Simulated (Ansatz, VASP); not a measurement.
## One calculation of RbBr, two programs

```xyz
2
Lattice="4.0642 0.0000 0.0000 0.0000 4.1416 0.0000 0.0000 0.0000 4.1416" Properties=species:S:1:pos:R:3 pbc="T T T"
Rb    0.0000    0.0000    0.0000
Br    2.0321    2.0708    2.0708
```

Alike in both runs: task single point; functional r2SCAN; k mesh 6 × 6 × 6; occupations gaussian, width 0.02 eV; no spin polarisation.

|  | VASP | Ansatz |
| --- | --- | --- |
| version | VASP 6.6.1 | Ansatz 0.2.0 |
| potentials or method | VASP PAW PBE potentials, release 64 (Rb_sv, Br), cutoff 520 eV | scalar-relativistic, plane waves, PAW |
| valence electrons in the cell | 16 | 16 |

```csv
,VASP,Ansatz,Ansatz less VASP
gap on the k mesh at the Fermi level (eV),4.80,4.80,-0.003
least direct gap on the mesh (eV),4.94,4.94,-0.003
pressure (GPa),0.2,0.2,-0.03
"traceless stress, the component that is largest in VASP (GPa)",0.39,0.39,0.000
```

VASP's potentials were made for PBE, not for r2SCAN. The functional is the same, so the differences come from potentials, cutoffs and numerics.
